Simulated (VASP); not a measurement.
# Yb (P6_3/mmc) in VASP: a series of runs, part 2 of 3

VASP 6.6.1.

### Step 3. Electric field gradients, r2SCAN

POSCAR reads:

```
Yb
1.0
    3.8798991495      0.0000000000      0.0000000000
   -1.9399495748      3.3600912276      0.0000000000
    0.0000000000      0.0000000000      6.3859000000
Yb
2
Direct
    0.3333333333      0.6666666667      0.2500000000
    0.6666666667      0.3333333333      0.7500000000
```

INCAR.step1 reads:

```
SYSTEM = Yb
PREC = Accurate ; ENCUT = 520
ISMEAR = -1 ; SIGMA = 0.03
LREAL = .FALSE. ; LASPH = .TRUE.
NELM = 80 ; NBANDS = 31
GGA = PE ; ALGO = Normal
EDIFF = 1E-4 ; LWAVE = .TRUE.
LCHARG = .FALSE.
```

INCAR.step2 reads:

```
SYSTEM = Yb
PREC = Accurate ; ENCUT = 520
EDIFF = 1E-8 ; ISMEAR = -1
SIGMA = 0.03 ; LREAL = .FALSE.
LASPH = .TRUE. ; NELM = 80
ALGO = Normal ; ISIF = 2
LWAVE = .FALSE. ; LCHARG = .FALSE.
METAGGA = R2SCAN ; LMIXTAU = .TRUE.
LEFG = .TRUE. ; NBANDS = 31
ISTART = 1
```

KPOINTS reads:

```
Automatic mesh
0
G
  11 11 6
  0 0 0
```

Potentials or basis: VASP PAW PBE potentials, release 64 (Yb).

On the command line:

```bash
$ cat potpaw_PBE.64/Yb/POTCAR > POTCAR
$ cp INCAR.step1 INCAR
$ mpirun -np 1 vasp_std > vasp.out
$ cp INCAR.step2 INCAR
$ mpirun -np 1 vasp_std > vasp.out
```

OUTCAR:

```text
SYSTEM = Yb
   PREC = Accurate
   ENCUT = 520
   EDIFF = 1E-8
   ISMEAR = -1
   LREAL = .FALSE.
   LASPH = .TRUE.
   NELM = 80
   ISIF = 2
   METAGGA = R2SCAN
   ISTART = 1

 ion  position               nearest neighbor table
   1  0.333  0.667  0.250-
   2  0.667  0.333  0.750-

  LATTYP: Found a hexagonal cell.
 ALAT       =     3.8798991495
 C/A-ratio  =     1.6458932962

  Lattice vectors:

 A1 = (   3.8798991495,   0.0000000000,   0.0000000000)
 A2 = (  -1.9399495748,   3.3600912276,   0.0000000000)
 A3 = (   0.0000000000,   0.0000000000,   6.3859000000)

Analysis of symmetry for initial positions (statically):
=====================================================================
 Subroutine PRICEL returns:
 Original cell was already a primitive cell.

 Routine SETGRP: Setting up the symmetry group for a
 hexagonal supercell.

 Subroutine GETGRP returns: Found 24 space group operations
 (whereof 12 operations were pure point group operations)
 out of a pool of 24 trial point group operations.

The static configuration has the point symmetry D_3d.
 The point group associated with its full space group is D_6h.

Analysis of symmetry for dynamics (positions and initial velocities):
=====================================================================
 Subroutine PRICEL returns:
 Original cell was already a primitive cell.

 Routine SETGRP: Setting up the symmetry group for a
 hexagonal supercell.

 Subroutine GETGRP returns: Found 24 space group operations
 (whereof 12 operations were pure point group operations)
 out of a pool of 24 trial point group operations.

The dynamic configuration has the point symmetry D_3d.
 The point group associated with its full space group is D_6h.

 Subroutine INISYM returns: Found 24 space group operations
 (whereof 12 operations are pure point group operations),
 and found     1 'primitive' translations

----------------------------------------------------------------------------------------

                                     Primitive cell

  volume of cell :      83.2518

  direct lattice vectors                    reciprocal lattice vectors
     3.879899149  0.000000000  0.000000000     0.257738658  0.148805484  0.000000000
    -1.939949575  3.360091228  0.000000000     0.000000000  0.297610967  0.000000000
     0.000000000  0.000000000  6.385900000     0.000000000  0.000000000  0.156594998

  length of vectors
     3.879899149  3.879899150  6.385900000     0.297610967  0.297610967  0.156594998

  position of ions in fractional coordinates (direct lattice)
     0.333333333  0.666666667  0.250000000
     0.666666667  0.333333333  0.750000000

  ion indices of the primitive-cell ions
   primitive index   ion index
                 1           1
                 2           2

----------------------------------------------------------------------------------------

 KPOINTS: Automatic mesh

Automatic generation of k-mesh.
[... 65 lines left out ...]
   NELM   =     80;   NELMIN=  2; NELMDL=  0     # of ELM steps
   EDIFF  = 0.1E-07   stopping-criterion for ELM
   LREAL  =      F    real-space projection
   EDIFFG = 0.1E-06   stopping-criterion for IOM
   NSW    =      0    number of steps for IOM
   IBRION =     -1    ionic relax: 0-MD 1-quasi-New 2-CG
   NFREE  =      0    steps in history (QN), initial steepest desc. (CG)
   ISIF   =      2    stress and relaxation
   ISYM   =      2    0-nonsym 1-usesym 2-fastsym
   POTIM  = 0.5000    time-step for ionic-motion
   TEBEG  =    0.0;   TEEND  =   0.0 temperature during run
   PSTRESS=    0.0 pullay stress
   NELECT =      48.0000    total number of electrons
   NUPDOWN=      -1.0000    fix difference up-down
   EMIN   =  10.00;   EMAX   =-10.00  energy-range for DOS
   EFERMI =   0.00;   METHOD = LEGACY
   ISMEAR =    -1;   SIGMA  =   0.03  broadening in eV -4-tet -1-fermi 0-gaus
   EFERMI_NEDOS =   21; number of points for ismear=-14 and -15
   IALGO  =     38    algorithm
   IMIX   =      4    mixing-type and parameters
     AMIX     =   0.40;   BMIX     =  1.00
     AMIX_MAG =   1.60;   BMIX_MAG =  1.00
  volume/ion in A,a.u.               =      41.63       280.91
  Fermi-wavevector in a.u.,A,eV,Ry     =   1.362565  2.574875 25.260367  1.856585
  Thomas-Fermi vector in A             =   2.489044
   LORBIT       =      0    0 simple, 1 ext, 2 COOP (PROOUT), +10 PAW based schemes
   METAGGA = R2SCAN    functional components
   LHFCALC =     F    Hartree Fock is set to
   AEXX    =    0.0000 exact exchange contribution
   IVDW    =     0    specifies the selected vdW correction
   LEPSILON=     F    determine dielectric tensor
   LRPA    =     F    only Hartree local field effects (RPA)
 non-spin polarized calculation
  energy-cutoff  :      520.00
  volume of cell :       83.25
 maximum number of plane-waves:      2256
 NGX is ok and might be reduce to    30
   NGX = 15   NGY = 15   NGZ = 23

 number of electron      48.0000033 magnetization

 Free energy of the ion-electron system (eV)
  ---------------------------------------------------
  ext. energy  EPLUGINS =         0.00000000
  ---------------------------------------------------
  free energy    TOTEN  =       -70.92939638 eV

  energy without entropy =      -70.92178719  energy(sigma->0) =      -70.92559179

 E-fermi :   1.0812     XC(G=0):  -9.4712

 val. band max:        1.0707280129   @ k =   0.0909   0.0000   0.0000
 cond. band min:       1.0858204398   @ k =   0.0000   0.0000   0.0000
 fundamental gap:      0.0150924269
 Fermi energy:         1.0812112607

 k-point     1 :       0.0000    0.0000    0.0000
  band No.  band energies     occupation
      1     -52.3627      2.00000
      2     -52.3543      2.00000
      3     -24.2021      2.00000
      4     -24.0341      2.00000
      5     -24.0340      2.00000
      6     -24.0067      2.00000
[... 805 lines left out ...]
     30       4.9771      0.00000
     31       5.2843      0.00000

 [... further k-points ...]
[... 5 lines left out ...]
  --------------------------------------------------------------------------------------
  -------------------------------------------------------------------------------------
  Total       -1.5083383     -1.5083383     -1.3289576      0.0000000      0.0000000     -0.0000000
  in kB      -29.0279073    -29.0279073    -25.5757327      0.0000000      0.0000000     -0.0000000
  external PRESSURE =     -27.8771825 kB  Pullay stress =       0.0000000 kB

 VOLUME and BASIS-vectors are now :
 -----------------------------------------------------------------------------
  energy-cutoff  :      520.00
  volume of cell :       83.25
      direct lattice vectors                 reciprocal lattice vectors
     3.879899149  0.000000000  0.000000000     0.257738658  0.148805484  0.000000000
    -1.939949575  3.360091228  0.000000000     0.000000000  0.297610967  0.000000000
     0.000000000  0.000000000  6.385900000     0.000000000  0.000000000  0.156594998

 POSITION                                       TOTAL-FORCE (eV/Angst)
 -----------------------------------------------------------------------------------
     -0.00000      2.24006      1.59648         0.000000      0.000000      0.000000
      1.93995      1.12003      4.78943        -0.000000      0.000000     -0.000000
 -----------------------------------------------------------------------------------
    total drift:                               -0.000000      0.000000      0.000000

  FREE ENERGIE OF THE ION-ELECTRON SYSTEM (eV)
  ---------------------------------------------------
  free  energy   TOTEN  =       -70.9293963827 eV

  energy  without entropy=      -70.9217871942  energy(sigma->0) =      -70.92559179

 Electric field gradients (V/A^2)
---------------------------------------------------------------------
 ion       V_xx      V_yy      V_zz      V_xy      V_xz      V_yz
---------------------------------------------------------------------
   1      14.390    14.387   -28.776    -0.002     0.000    -0.000
   2      14.390    14.387   -28.776    -0.002    -0.000     0.000
---------------------------------------------------------------------

 Electric field gradients after diagonalization (V/A^2)
 (convention: |V_zz| > |V_xx| > |V_yy|)
----------------------------------------------------------------------
 ion       V_xx      V_yy      V_zz     asymmetry (V_yy - V_xx)/ V_zz
----------------------------------------------------------------------
   1      14.391    14.385   -28.776       0.000
   2      14.391    14.385   -28.776       0.000
----------------------------------------------------------------------

           NMR quadrupolar parameters

 Cq : quadrupolar parameter    Cq=e*Q*V_zz/h
 eta: asymmetry parameters     (V_yy - V_xx)/ V_zz
 Q  : nuclear electric quadrupole moment in mb (millibarn)
----------------------------------------------------------------------
 ion       Cq(MHz)       eta       Q (mb)
----------------------------------------------------------------------
   1      -0.070       0.000       1.000
   2      -0.070       0.000       1.000
----------------------------------------------------------------------
```

It took 20 min on 1 thread of Intel Xeon 6975P-C (Granite Rapids), shared host; peak memory 0.3 GiB.

What came out:

```yaml
Free_energy: -70.9294 eV
Pressure: -2.8 GPa
Band_gap_on_the_k_mesh: zero (bands 24 and 25 overlap by 0.19 eV)
Largest_electric_field_gradient_by_atom: Yb -28.8 V/Å²
```

Stress tensor (GPa, compression positive):
```
-2.90  0.00  0.00
 0.00 -2.90  0.00
 0.00  0.00 -2.56
```

Levels at points of the mesh, in eV from the Fermi level:
```
           k point  band 20  band 21  band 22  band 23  band 24  band 25  band 26  band 27  band 28  band 29
(0.00, 0.00, 0.00)    -0.28    -0.28    -0.28    -0.27    -0.27     0.00     2.96     3.00     3.00     3.53
(0.00, 0.00, 0.50)    -0.27    -0.26    -0.26    -0.26    -0.26     1.61     1.61     3.00     3.00     3.00
```

Electric field gradients, principal values (V/Å²):
```
atom   least  middle  greatest (by size)
1 Yb  14.385  14.391             -28.776
2 Yb  14.385  14.391             -28.776
```

Caveat: without QUAD_EFG the Cq values of the log hold for a quadrupole moment of 1 mb, not for the nuclei; the PAW data sets were made with another functional, which shifts forces and pressure a little; spin-orbit coupling is left out, which moves the levels of the heavy elements.

### Step 4. Electric field gradients, PBE (39.15 Å³/atom)

This run uses another cell than the first one, of 39.15 Å³/atom.

INCAR reads:

```
SYSTEM = Yb
PREC = Accurate
ENCUT = 520
EDIFF = 1E-8
ISMEAR = -1
SIGMA = 0.03
LREAL = .False.
LASPH = .True.
NELM = 80
ALGO = Normal
ISIF = 2
LWAVE = .False.
LCHARG = .False.
GGA = PE
LEFG = .True.
NBANDS = 31
```

KPOINTS reads:

```
Automatic mesh
0
Gamma
  11 11 6
  0 0 0
```

POSCAR reads:

```
Yb
1.0
    3.8013690728      0.0000000000      0.0000000000
   -1.9006845364      3.2920821862      0.0000000000
    0.0000000000      0.0000000000      6.2566478732
Yb
2
Direct
    0.3333333333      0.6666666667      0.2500000000
    0.6666666667      0.3333333333      0.7500000000
```

Potentials or basis: VASP PAW PBE potentials, release 64 (Yb).

On the command line:

```bash
$ cat potpaw_PBE.64/Yb/POTCAR > POTCAR
$ mpirun -np 1 vasp_std > vasp.out
```

OUTCAR:

```text
SYSTEM = Yb
   PREC = Accurate
   ENCUT = 520
   EDIFF = 1E-8
   ISMEAR = -1
   LREAL = .False.
   LASPH = .True.
   NELM = 80
   ISIF = 2
   GGA = PE

 ion  position               nearest neighbor table
   1  0.333  0.667  0.250-
   2  0.667  0.333  0.750-

  LATTYP: Found a hexagonal cell.
 ALAT       =     3.8013690728
 C/A-ratio  =     1.6458932962

  Lattice vectors:

 A1 = (   3.8013690728,   0.0000000000,   0.0000000000)
 A2 = (  -1.9006845364,   3.2920821862,   0.0000000000)
 A3 = (   0.0000000000,   0.0000000000,   6.2566478732)

Analysis of symmetry for initial positions (statically):
=====================================================================
 Subroutine PRICEL returns:
 Original cell was already a primitive cell.

 Routine SETGRP: Setting up the symmetry group for a
 hexagonal supercell.

 Subroutine GETGRP returns: Found 24 space group operations
 (whereof 12 operations were pure point group operations)
 out of a pool of 24 trial point group operations.

The static configuration has the point symmetry D_3d.
 The point group associated with its full space group is D_6h.

Analysis of symmetry for dynamics (positions and initial velocities):
=====================================================================
 Subroutine PRICEL returns:
 Original cell was already a primitive cell.

 Routine SETGRP: Setting up the symmetry group for a
 hexagonal supercell.

 Subroutine GETGRP returns: Found 24 space group operations
 (whereof 12 operations were pure point group operations)
 out of a pool of 24 trial point group operations.

The dynamic configuration has the point symmetry D_3d.
[... 146 lines left out ...]

 E-fermi :   1.3228     XC(G=0):  -9.0740

 val. band max:        1.3155187572   @ k =   0.2727  -0.0000   0.0000
 cond. band min:       1.3229908743   @ k =   0.1818   0.1818   0.0000
 fundamental gap:      0.0074721171
 Fermi energy:         1.3227598286

 k-point     1 :       0.0000    0.0000    0.0000
  band No.  band energies     occupation
      1     -50.4591      2.00000
      2     -50.4486      2.00000
      3     -22.9459      2.00000
      4     -22.7297      2.00000
      5     -22.7297      2.00000
      6     -22.6983      2.00000
[... 805 lines left out ...]
     30       4.9995      0.00000
     31       5.3258      0.00000

 [... further k-points ...]
[... 5 lines left out ...]
  --------------------------------------------------------------------------------------
  -------------------------------------------------------------------------------------
  Total       -0.9072846     -0.9072846     -0.9365201     -0.0000000      0.0000000      0.0000000
  in kB      -18.5652889    -18.5652889    -19.1635188     -0.0000000      0.0000000      0.0000000
  external PRESSURE =     -18.7646989 kB  Pullay stress =       0.0000000 kB

 VOLUME and BASIS-vectors are now :
 -----------------------------------------------------------------------------
  energy-cutoff  :      520.00
  volume of cell :       78.30
      direct lattice vectors                 reciprocal lattice vectors
     3.801369073  0.000000000  0.000000000     0.263063118  0.151879562  0.000000000
    -1.900684536  3.292082186  0.000000000     0.000000000  0.303759124  0.000000000
     0.000000000  0.000000000  6.256647873     0.000000000  0.000000000  0.159829995

 POSITION                                       TOTAL-FORCE (eV/Angst)
 -----------------------------------------------------------------------------------
     -0.00000      2.19472      1.56416         0.000000      0.000000     -0.000000
      1.90068      1.09736      4.69249        -0.000000     -0.000000      0.000000
 -----------------------------------------------------------------------------------
    total drift:                               -0.000000      0.000000     -0.000000

  FREE ENERGIE OF THE ION-ELECTRON SYSTEM (eV)
  ---------------------------------------------------
  free  energy   TOTEN  =        -7.0878742862 eV

  energy  without entropy=       -7.0798526182  energy(sigma->0) =       -7.08386345

 Electric field gradients (V/A^2)
---------------------------------------------------------------------
 ion       V_xx      V_yy      V_zz      V_xy      V_xz      V_yz
---------------------------------------------------------------------
   1       3.134     3.139    -6.272     0.004     0.000    -0.000
   2       3.134     3.139    -6.272     0.004    -0.000     0.000
---------------------------------------------------------------------

 Electric field gradients after diagonalization (V/A^2)
 (convention: |V_zz| > |V_xx| > |V_yy|)
----------------------------------------------------------------------
 ion       V_xx      V_yy      V_zz     asymmetry (V_yy - V_xx)/ V_zz
----------------------------------------------------------------------
   1       3.141     3.131    -6.272       0.002
   2       3.141     3.131    -6.272       0.002
----------------------------------------------------------------------

           NMR quadrupolar parameters

 Cq : quadrupolar parameter    Cq=e*Q*V_zz/h
 eta: asymmetry parameters     (V_yy - V_xx)/ V_zz
 Q  : nuclear electric quadrupole moment in mb (millibarn)
----------------------------------------------------------------------
 ion       Cq(MHz)       eta       Q (mb)
----------------------------------------------------------------------
   1      -0.015       0.002       1.000
   2      -0.015       0.002       1.000
----------------------------------------------------------------------
```

OSZICAR:

```text
N       E                     dE             d eps       ncg     rms          rms(c)
DAV:   1     0.325085058352E+03    0.32509E+03   -0.16062E+04  5784   0.101E+04
[... 36 lines left out ...]
DAV:  38    -0.708787447022E+01    0.19098E-05   -0.23122E-06  7704   0.744E-02    0.235E-02
DAV:  39    -0.708787420200E+01    0.26822E-06   -0.13752E-06  7808   0.383E-02    0.257E-02
DAV:  40    -0.708787426282E+01   -0.60822E-07   -0.35662E-07  6312   0.516E-02    0.113E-02
DAV:  41    -0.708787432622E+01   -0.63397E-07   -0.20796E-07  5152   0.216E-02    0.708E-03
DAV:  42    -0.708787427952E+01    0.46697E-07   -0.26151E-07  7132   0.130E-02    0.462E-03
DAV:  43    -0.708787428655E+01   -0.70231E-08   -0.15736E-07  6055   0.266E-03    0.359E-03
DAV:  44    -0.708787428620E+01    0.34925E-09   -0.45528E-09  3202   0.697E-03
   1 F= -.70878743E+01 E0= -.70838635E+01  d E =-.802167E-02
```

It took 24 min on 1 thread of Intel Xeon 8259CL, shared host; peak memory 0.29 GiB.

Results:

```
Free energy                             : -7.0879 eV
Pressure                                : -1.9 GPa
Band gap on the k mesh                  : zero (bands 24 and 25 overlap by 0.11 eV)
Largest electric field gradient by atom : Yb -6.3 V/Å²
```

Levels at points of the mesh, in eV from the Fermi level:
```csv
k point,band 22,band 23,band 24,band 25,band 26,band 27
"(0.00, 0.00, 0.00)",-0.28,-0.26,-0.26,0.18,2.70,2.76
"(0.00, 0.00, 0.50)",-0.28,-0.26,-0.26,1.48,1.48,2.75
```

Electric field gradients, principal values (V/Å²):
| atom | least | middle | greatest (by size) |
| --- | --- | --- | --- |
| 1 Yb | 3.131 | 3.141 | -6.272 |
| 2 Yb | 3.131 | 3.141 | -6.272 |

Caveat: without QUAD_EFG the Cq values of the log hold for a quadrupole moment of 1 mb, not for the nuclei; spin-orbit coupling is left out, which moves the levels of the heavy elements.

[end of part 2 of 3]
